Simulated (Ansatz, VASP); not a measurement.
One calculation of V, two programs

```
CELL_PARAMETERS angstrom
-1.49918 1.49918 1.49918
1.49918 -1.49918 1.49918
1.49918 1.49918 -1.49918
ATOMIC_POSITIONS crystal
V 0.00000 0.00000 0.00000
```

Alike in both runs: task single point; functional PBE; k mesh 15 × 15 × 15; occupations gaussian, width 0.03 eV; no spin polarisation.

```csv
,VASP,Ansatz
version,VASP 6.6.1,Ansatz 0.2.0
potentials or method,"VASP PAW PBE potentials, release 64 (V_sv), cutoff 520 eV","plane waves (420 eV) with PAW, scalar-relativistic"
valence electrons in the cell,13,13
```

```csv
,VASP,Ansatz,Ansatz less VASP
pressure (GPa),-0.4,-0.6,-0.24
```

With one functional, cell and mesh, what is left measures potentials, basis and numerics.
